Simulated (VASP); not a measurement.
# GaP2 (Pa-3) in VASP: relaxation of cell and atoms with PBE

Aim: the relaxation of cell and atoms of GaP2 with PBE.

Everything below comes from runs of VASP 6.6.1. Logs are shortened: lines on timing, memory, paths and dates and some standing lists are left out, and cuts for length are marked.

**1. The cell of the first run**

Symmetry: Pa-3, No. 205, cubic system. Conventional cell: a = 5.950 Å, b = 5.950 Å, c = 5.950 Å, α = 90.00°, β = 90.00°, γ = 90.00°. Ga (site symmetry -3) has 6 P at 2.51 Å within 3.3 Å. P (site symmetry 3) has 1 P at 2.21 Å and 3 Ga at 2.51 Å within 2.9 Å.

**2. Relaxation of cell and atoms, PBE**

The input, INCAR:

```
SYSTEM = GaP2
PREC = Accurate
ENCUT = 600
EDIFF = 1E-7
ISMEAR = 0
SIGMA = 0.2
LREAL = .FALSE.
LASPH = .TRUE.
NELM = 100
ALGO = Normal
ISIF = 3
LWAVE = .FALSE.
LCHARG = .FALSE.
GGA = PE
IBRION = 2
NSW = 36
EDIFFG = -0.08
```

The input, KPOINTS:

```
regular mesh
0
G
  3 3 3
  0 0 0
```

The input, POSCAR:

```
GaP2
1.0
    5.9500000000      0.0000000000      0.0000000000
    0.0000000000      5.9500000000      0.0000000000
    0.0000000000      0.0000000000      5.9500000000
Ga P
4 8
Direct
    0.0000000000      0.0000000000      0.0000000000
    0.5000000000      0.0000000000      0.5000000000
    0.0000000000      0.5000000000      0.5000000000
    0.5000000000      0.5000000000      0.0000000000
    0.1070000000      0.6070000000      0.8930000000
    0.8930000000      0.3930000000      0.1070000000
    0.8930000000      0.1070000000      0.6070000000
    0.1070000000      0.8930000000      0.3930000000
    0.6070000000      0.8930000000      0.1070000000
    0.3930000000      0.1070000000      0.8930000000
    0.6070000000      0.6070000000      0.6070000000
    0.3930000000      0.3930000000      0.3930000000
```

Potentials or basis: VASP PAW PBE potentials, release 64 (Ga_d, P).

The run is started by

```bash
$ cat potpaw_PBE.64/Ga_d/POTCAR potpaw_PBE.64/P/POTCAR > POTCAR
$ mpirun -np 1 vasp_std > vasp.out
```

OUTCAR:

```text
SYSTEM = GaP2
   PREC = Accurate
   ENCUT = 600
   EDIFF = 1E-7
   ISMEAR = 0
   LREAL = .FALSE.
   LASPH = .TRUE.
   NELM = 100
   ISIF = 3
   GGA = PE
   IBRION = 2
   NSW = 36
   EDIFFG = -0.08

 ion  position               nearest neighbor table
   1  0.000  0.000  0.000-   5 2.51   6 2.51   7 2.51   8 2.51   9 2.51  10 2.51
   2  0.500  0.000  0.500-   7 2.51   8 2.51   9 2.51  10 2.51  11 2.51  12 2.51
   3  0.000  0.500  0.500-   5 2.51   6 2.51   7 2.51   8 2.51  11 2.51  12 2.51
   4  0.500  0.500  0.000-   5 2.51   6 2.51   9 2.51  10 2.51  11 2.51  12 2.51
   5  0.107  0.607  0.893-   6 2.21   3 2.51   4 2.51   1 2.51
   6  0.893  0.393  0.107-   5 2.21   3 2.51   4 2.51   1 2.51
   7  0.893  0.107  0.607-   8 2.21   2 2.51   3 2.51   1 2.51
   8  0.107  0.893  0.393-   7 2.21   2 2.51   3 2.51   1 2.51
   9  0.607  0.893  0.107-  10 2.21   2 2.51   4 2.51   1 2.51
  10  0.393  0.107  0.893-   9 2.21   2 2.51   4 2.51   1 2.51
  11  0.607  0.607  0.607-  12 2.21   3 2.51   4 2.51   2 2.51
  12  0.393  0.393  0.393-  11 2.21   3 2.51   4 2.51   2 2.51

  LATTYP: Found a simple cubic cell.
 ALAT       =     5.9500000000

  Lattice vectors:

 A1 = (   5.9500000000,   0.0000000000,   0.0000000000)
 A2 = (   0.0000000000,   5.9500000000,   0.0000000000)
 A3 = (   0.0000000000,   0.0000000000,   5.9500000000)

Analysis of symmetry for initial positions (statically):
=====================================================================
 Subroutine PRICEL returns:
 Original cell was already a primitive cell.

 Routine SETGRP: Setting up the symmetry group for a
 simple cubic supercell.

 Subroutine GETGRP returns: Found 24 space group operations
 (whereof  6 operations were pure point group operations)
 out of a pool of 48 trial point group operations.

The static configuration has the point symmetry S_6 .
 The point group associated with its full space group is T_h .

Analysis of symmetry for dynamics (positions and initial velocities):
=====================================================================
 Subroutine PRICEL returns:
 Original cell was already a primitive cell.

 Routine SETGRP: Setting up the symmetry group for a
 simple cubic supercell.

 Subroutine GETGRP returns: Found 24 space group operations
 (whereof  6 operations were pure point group operations)
 out of a pool of 48 trial point group operations.

The dynamic configuration has the point symmetry S_6 .
 The point group associated with its full space group is T_h .

 Subroutine INISYM returns: Found 24 space group operations
 (whereof  6 operations are pure point group operations),
 and found     1 'primitive' translations

----------------------------------------------------------------------------------------

                                     Primitive cell

  volume of cell :     210.6449

  direct lattice vectors                    reciprocal lattice vectors
     5.950000000  0.000000000  0.000000000     0.168067227  0.000000000  0.000000000
     0.000000000  5.950000000  0.000000000     0.000000000  0.168067227  0.000000000
     0.000000000  0.000000000  5.950000000     0.000000000  0.000000000  0.168067227

  length of vectors
     5.950000000  5.950000000  5.950000000     0.168067227  0.168067227  0.168067227

  position of ions in fractional coordinates (direct lattice)
     0.000000000  0.000000000  0.000000000
     0.500000000  0.000000000  0.500000000
     0.000000000  0.500000000  0.500000000
     0.500000000  0.500000000  0.000000000
     0.107000000  0.607000000  0.893000000
     0.893000000  0.393000000  0.107000000
     0.893000000  0.107000000  0.607000000
     0.107000000  0.893000000  0.393000000
     0.607000000  0.893000000  0.107000000
     0.393000000  0.107000000  0.893000000
     0.607000000  0.607000000  0.607000000
     0.393000000  0.393000000  0.393000000

  ion indices of the primitive-cell ions
   primitive index   ion index
                 1           1
                 2           2
                 3           3
                 4           4
                 5           5
                 6           6
                 7           7
                 8           8
                 9           9
                10          10
                11          11
                12          12

----------------------------------------------------------------------------------------

 KPOINTS: regular mesh

Automatic generation of k-mesh.
 Grid dimensions read from file:
 generate k-points for:    3    3    3

 Generating k-lattice:

  Cartesian coordinates                     Fractional coordinates (reciprocal lattice)
     0.056022409  0.000000000  0.000000000     0.333333333  0.000000000  0.000000000
     0.000000000  0.056022409  0.000000000     0.000000000  0.333333333  0.000000000
     0.000000000  0.000000000  0.056022409     0.000000000  0.000000000  0.333333333

  Length of vectors
     0.056022409  0.056022409  0.056022409

  Shift w.r.t. Gamma in fractional coordinates (k-lattice)
     0.000000000  0.000000000  0.000000000

 Subroutine IBZKPT returns following result:
 ===========================================

 Found      4 irreducible k-points:

 Following reciprocal coordinates:
            Coordinates               Weight
  0.000000  0.000000  0.000000      1.000000
  0.333333  0.000000  0.000000      6.000000
  0.333333  0.333333  0.000000     12.000000
  0.333333  0.333333  0.333333      8.000000
   k-points           NKPTS =      4   k-points in BZ     NKDIM =      4   number of bands    NBANDS=     55
   number of dos      NEDOS =    301   number of ions     NIONS =     12
   total plane-waves  NPLWV = 110592
   dimension x,y,z NGX =    48 NGY =   48 NGZ =   48
   dimension x,y,z NGXF=    96 NGYF=   96 NGZF=   96
   ions per type =               4   8
   NGX,Y,Z   is equivalent  to a cutoff of  13.41, 13.41, 13.41 a.u.
   NGXF,Y,Z  is equivalent  to a cutoff of  26.82, 26.82, 26.82 a.u.
 SYSTEM =  GaP2
   PREC   = accura    normal or accurate (medium, high low for compatibility)
   ISTART =      0    job   : 0-new  1-cont  2-samecut
   ICHARG =      2    charge: 1-file 2-atom 10-const
   ISPIN  =      1    spin polarized calculation?
   LNONCOLLINEAR =      F non collinear calculations
   LSORBIT =      F    spin-orbit coupling
   LASPH  =      T    aspherical Exc in radial PAW
   ENCUT  =  600.0 eV  44.10 Ry    6.64 a.u.  11.88 11.88 11.88*2*pi/ulx,y,z
   NELM   =    100;   NELMIN=  2; NELMDL= -5     # of ELM steps
   EDIFF  = 0.1E-06   stopping-criterion for ELM
   LREAL  =      F    real-space projection
   EDIFFG = -.8E-01   stopping-criterion for IOM
   NSW    =     36    number of steps for IOM
   IBRION =      2    ionic relax: 0-MD 1-quasi-New 2-CG
   NFREE  =      1    steps in history (QN), initial steepest desc. (CG)
   ISIF   =      3    stress and relaxation
   ISYM   =      2    0-nonsym 1-usesym 2-fastsym
   POTIM  = 0.5000    time-step for ionic-motion
   TEBEG  =    0.0;   TEEND  =   0.0 temperature during run
   PSTRESS=    0.0 pullay stress
   NELECT =      92.0000    total number of electrons
   NUPDOWN=      -1.0000    fix difference up-down
   EMIN   =  10.00;   EMAX   =-10.00  energy-range for DOS
   EFERMI =   0.00;   METHOD = LEGACY
   ISMEAR =     0;   SIGMA  =   0.20  broadening in eV -4-tet -1-fermi 0-gaus
   EFERMI_NEDOS =   21; number of points for ismear=-14 and -15
   IALGO  =     38    algorithm
   IMIX   =      4    mixing-type and parameters
     AMIX     =   0.40;   BMIX     =  1.00
     AMIX_MAG =   1.60;   BMIX_MAG =  1.00
  volume/ion in A,a.u.               =      17.55       118.46
  Fermi-wavevector in a.u.,A,eV,Ry     =   1.242092  2.347214 20.990971  1.542793
  Thomas-Fermi vector in A             =   2.376462
   LORBIT       =      0    0 simple, 1 ext, 2 COOP (PROOUT), +10 PAW based schemes
   GGA     = PE    functional components
   LHFCALC =     F    Hartree Fock is set to
   AEXX    =    0.0000 exact exchange contribution
   IVDW    =     0    specifies the selected vdW correction
   LEPSILON=     F    determine dielectric tensor
   LRPA    =     F    only Hartree local field effects (RPA)
 conjugate gradient relaxation of ions
 non-spin polarized calculation
 Gauss-broadening in eV      SIGMA  =   0.20
  energy-cutoff  :      600.00
  volume of cell :      210.64
 maximum number of plane-waves:      7075
 NGX is ok and might be reduce to    48
   NGX = 23   NGY = 23   NGZ = 23

--------------------------------------- Ionic step        1  -------------------------------------------

 number of electron      91.9999948 magnetization

 Free energy of the ion-electron system (eV)
  ---------------------------------------------------
  ext. energy  EPLUGINS =         0.00000000
  ---------------------------------------------------
  free energy    TOTEN  =       -54.48346594 eV

  energy without entropy =      -54.28634013  energy(sigma->0) =      -54.38490303

------------------------ aborting loop because EDIFF is reached ----------------------------------------

  FORCE on cell =-STRESS in cart. coord.  units (eV):
  Direction    XX          YY          ZZ          XY          YZ          ZX
  --------------------------------------------------------------------------------------
  -------------------------------------------------------------------------------------
  Total        1.8257344      1.8257344      1.8257344     -0.0000000      0.0000000      0.0000000
  in kB       13.8866438     13.8866438     13.8866438     -0.0000000      0.0000000      0.0000000
  external PRESSURE =      13.8866438 kB  Pullay stress =       0.0000000 kB

 VOLUME and BASIS-vectors are now :
 -----------------------------------------------------------------------------
  energy-cutoff  :      600.00
  volume of cell :      210.64
      direct lattice vectors                 reciprocal lattice vectors
     5.950000000  0.000000000  0.000000000     0.168067227  0.000000000  0.000000000
     0.000000000  5.950000000  0.000000000     0.000000000  0.168067227  0.000000000
     0.000000000  0.000000000  5.950000000     0.000000000  0.000000000  0.168067227
[... 50 lines left out ...]
      2.99684      5.99367      2.99684         0.000000      0.000000     -0.000000
      5.99367      2.99684      2.99684         0.000000      0.000000     -0.000000
      2.99684      2.99684      5.99367         0.000000      0.000000     -0.000000
      0.61933      3.61617      5.37434        -0.122792     -0.122792      0.122792
      5.37434      2.37750      0.61933         0.122792      0.122792     -0.122792
      5.37434      0.61933      3.61617         0.122792     -0.122792     -0.122792
      0.61933      5.37434      2.37750        -0.122792      0.122792      0.122792
      3.61617      5.37434      0.61933        -0.122792      0.122792     -0.122792
      2.37750      0.61933      5.37434         0.122792     -0.122792      0.122792
      3.61617      3.61617      3.61617        -0.122792     -0.122792     -0.122792
      2.37750      2.37750      2.37750         0.122792      0.122792      0.122792
 -----------------------------------------------------------------------------------
    total drift:                               -0.000000     -0.000000      0.000000

  FREE ENERGIE OF THE ION-ELECTRON SYSTEM (eV)
  ---------------------------------------------------
  free  energy   TOTEN  =       -54.6663418136 eV

  energy  without entropy=      -54.4518160431  energy(sigma->0) =      -54.55907893

--------------------------------------- Ionic step        3  -------------------------------------------

 number of electron      92.0000026 magnetization

 Free energy of the ion-electron system (eV)
  ---------------------------------------------------
  ext. energy  EPLUGINS =         0.00000000
  ---------------------------------------------------
  free energy    TOTEN  =       -54.68196256 eV

  energy without entropy =      -54.46283218  energy(sigma->0) =      -54.57239737

 E-fermi :   5.8875     XC(G=0): -10.4835

 val. band max:        5.8867474583   @ k =   0.3333   0.3333   0.0000
 cond. band min:       5.9995030447   @ k =   0.3333   0.3333   0.0000
 fundamental gap:      0.1127555864
 Fermi energy:         5.8875082765

 k-point     1 :       0.0000    0.0000    0.0000
  band No.  band energies     occupation
      1      -8.7533      2.00000
      2      -8.7533      2.00000
      3      -8.7533      2.00000
      4      -8.6179      2.00000
      5      -8.6179      2.00000
      6      -8.6154      2.00000
[... 243 lines left out ...]
 POSITION                                       TOTAL-FORCE (eV/Angst)
 -----------------------------------------------------------------------------------
      0.00000      0.00000      0.00000         0.000000     -0.000000      0.000000
      3.00489      0.00000      3.00489         0.000000     -0.000000      0.000000
     -0.00000      3.00489      3.00489         0.000000     -0.000000      0.000000
      3.00489      3.00489      0.00000        -0.000000     -0.000000      0.000000
      0.61292      3.61782      5.39687         0.023258      0.023258     -0.023258
      5.39687      2.39197      0.61292        -0.023258     -0.023258      0.023258
      5.39687      0.61292      3.61782        -0.023258      0.023258      0.023258
      0.61292      5.39687      2.39197         0.023258     -0.023258     -0.023258
      3.61782      5.39687      0.61292         0.023258     -0.023258      0.023258
      2.39197      0.61292      5.39687        -0.023258      0.023258     -0.023258
      3.61782      3.61782      3.61782         0.023258      0.023258      0.023258
      2.39197      2.39197      2.39197        -0.023258     -0.023258     -0.023258
 -----------------------------------------------------------------------------------
    total drift:                                0.000000      0.000000     -0.000000

  FREE ENERGIE OF THE ION-ELECTRON SYSTEM (eV)
  ---------------------------------------------------
  free  energy   TOTEN  =       -54.6819625593 eV

  energy  without entropy=      -54.4628321786  energy(sigma->0) =      -54.57239737

 reached required accuracy - stopping structural energy minimisation
```

Wall time 2.7 min (1 thread of Intel Xeon Platinum 8259CL at 2.50GHz (Skylake/Cascade Lake), shared host); peak memory 0.34 GiB.

What came out:

```yaml
Free_energy: -54.6820 eV
Relaxed_volume: 18.09 Å³/atom
Relaxed_cell: a = 6.010 Å, b = 6.010 Å, c = 6.010 Å, α = 90.00°, β = 90.00°, γ = 90.00°
Space_group_after_relaxing_to_0.05_Å: Pa-3 (No. 205)
Energy_gained_by_relaxing: 16.5 meV/atom
Ionic_steps: 3
Pressure_after_relaxing: 0.5 GPa
Largest_force_after_relaxing: 0.040 eV/Å
Band_gap_on_the_k_mesh: zero (band 46 reaches 6.36 eV, above the bottom of band 47 at 5.83 eV)
```

Forces on the atoms (eV/Å):
```
Ga   0.000  0.000  0.000
Ga   0.000  0.000  0.000
Ga   0.000  0.000  0.000
Ga   0.000  0.000  0.000
P    0.023  0.023 -0.023
P   -0.023 -0.023  0.023
P   -0.023  0.023  0.023
P    0.023 -0.023 -0.023
P    0.023 -0.023  0.023
P   -0.023  0.023 -0.023
P    0.023  0.023  0.023
P   -0.023 -0.023 -0.023
```

Step by step:
| step | energy change (eV) | largest force (eV/Å) | pressure (GPa) | volume (Å³) |
| --- | --- | --- | --- | --- |
| 1 | 0.0000 | 0.7837 | 1.39 | 210.64 |
| 2 | -0.1829 | 0.2127 | 0.60 | 215.32 |
| 3 | -0.1985 | 0.0403 | 0.45 | 217.06 |

Final structure:
```
Ga P
1.0
     6.00979    0.00000    0.00000
     0.00000    6.00979    0.00000
     0.00000    0.00000    6.00979
Ga P
4 8
Direct
  0.00000 0.00000 0.00000
  0.50000 0.00000 0.50000
  0.00000 0.50000 0.50000
  0.50000 0.50000 0.00000
  0.10199 0.60199 0.89801
  0.89801 0.39801 0.10199
  0.89801 0.10199 0.60199
  0.10199 0.89801 0.39801
  0.60199 0.89801 0.10199
  0.39801 0.10199 0.89801
  0.60199 0.60199 0.60199
  0.39801 0.39801 0.39801
```

Levels at points of the mesh, in eV from the Fermi level:
| k point | band 41 | band 42 | band 43 | band 44 | band 45 | band 46 | band 47 | band 48 | band 49 | band 50 |
| --- | --- | --- | --- | --- | --- | --- | --- | --- | --- | --- |
| (0.00, 0.00, 0.00) | -2.13 | -2.13 | -2.13 | 0.47 | 0.47 | 0.47 | 1.55 | 1.55 | 2.49 | 2.99 |

Caveat: the relaxation stopped at a loose force limit of 0.08 eV/Å, so its end isn't a converged minimum.
